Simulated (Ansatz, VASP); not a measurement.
## One calculation of Si3Bi, two programs

Contents of INCAR:

```
SYSTEM = Si3Bi
ALGO = Normal
EDIFF = 1E-7
ENCUT = 520
GGA = PE
ISIF = 2
ISMEAR = 0
LASPH = .TRUE.
LCHARG = .TRUE.
LELF = .TRUE.
LREAL = .FALSE.
LVHAR = .TRUE.
LWAVE = .FALSE.
NBANDS = 22
NELM = 80
PREC = Accurate
SIGMA = 0.1
```

KPOINTS

```
k-points
0
G
  4 4 4
  0 0 0
```

Contents of POSCAR:

```
Si3Bi
1.0
   -2.7323047800      2.7323047800      2.7323047800
    2.7323047800     -2.7323047800      2.7323047800
    2.7323047800      2.7323047800     -2.7323047800
Si Bi
3 1
Direct
    0.0000000000      0.5000000000      0.5000000000
    0.5000000000      0.0000000000      0.5000000000
    0.5000000000      0.5000000000      0.0000000000
    0.0000000000      0.0000000000      0.0000000000
```

Input for Ansatz:

```yaml
crystal:
  lattice:
    - [-2.73230478, 2.73230478, 2.73230478]
    - [2.73230478, -2.73230478, 2.73230478]
    - [2.73230478, 2.73230478, -2.73230478]
  atoms:
    - { symbol: Si, position: [0.0, 0.5, 0.5] }
    - { symbol: Si, position: [0.5, 0.0, 0.5] }
    - { symbol: Si, position: [0.5, 0.5, 0.0] }
    - { symbol: Bi, position: [0.0, 0.0, 0.0] }
basis:
  ecutwfc: 420
kpoints:
  mp_grid: { grid: [4, 4, 4] }
hamiltonian:
  xc: pbe
scf:
  occupations: { method: gaussian, width: 0.1 }
  lower_state_search: "off"
output:
  forces: true
  stress: true
  eigenvalues: true
```

Alike in both runs: task single point; functional PBE; k mesh 4 × 4 × 4; occupations gaussian, width 0.1 eV; no spin polarisation.

|  | VASP | Ansatz |
| --- | --- | --- |
| version | VASP 6.6.1 | Ansatz 0.2.0 |
| potentials or method | VASP PAW PBE potentials, release 64 (Si, Bi_d), cutoff 520 eV | scalar-relativistic, plane waves, PAW |
| valence electrons in the cell | 27 | 27 |

|  | VASP | Ansatz | Ansatz less VASP |
| --- | --- | --- | --- |
| gap on the k mesh at the Fermi level (eV) | none | none | - |
| pressure (GPa) | 2.7 | 2.7 | +0.05 |

A gap of «none» marks a metal or a gap that the smearing closes. The functional is the same, so the differences come from potentials, cutoffs and numerics.

The k mesh is coarse, so the values compare programs but aren't converged. Neither program's run includes spin-orbit coupling.
